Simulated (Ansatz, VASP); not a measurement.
Sr3HfBi in VASP and in Ansatz

```
Sr Hf Bi
1.0
     6.99105    0.00177    0.00192
     1.28073    7.36042    0.00081
     2.47600    1.89967    7.69717
Sr Hf Bi
6 2 2
Cartesian
  9.1375 8.0498 4.0689
  7.9801 6.8608 0.1534
  4.4300 2.4240 4.7527
  3.2381 1.7439 0.7585
  8.1110 4.7201 5.1904
  6.7901 3.6530 1.4350
  4.6338 5.9773 5.4428
  3.6643 5.2275 2.5515
  6.6479 7.2475 7.2957
  6.1399 6.8177 3.0048
```

Change from the starting cell: the structure that the rattled cell fell into.

Alike in both runs: functional PBE; k mesh 6 × 6 × 6; occupations gaussian, width 0.1 eV; no spin polarisation.

Ansatz relaxed the structure, and its values are those at the end. VASP's run is a single point on that final structure, the one shown.

|  | VASP | Ansatz |
| --- | --- | --- |
| version | VASP 6.6.1 | Ansatz 0.2.0 |
| potentials or method | VASP PAW PBE potentials, release 64 (Sr_sv, Hf_pv, Bi_d), cutoff 500 eV | scalar-relativistic, plane waves, PAW |
| valence electrons in the cell | 110 | 142 |

Ansatz gave:

- gap on the k mesh at the Fermi level (eV): none
- pressure (GPa): 0.0
- rms of the force components (eV/Å): 0.003

Problem. Estimate VASP's values.

Solution. gap on the k mesh at the Fermi level (eV): none; pressure (GPa): 0.0; rms of the force components (eV/Å): 0.010.

A gap of «none» marks a metal or a gap that the smearing closes. VASP's potentials hold 110 valence electrons a cell and Ansatz's 142, so a difference there can come from the potentials and not from the codes.

Neither program's run includes spin-orbit coupling.
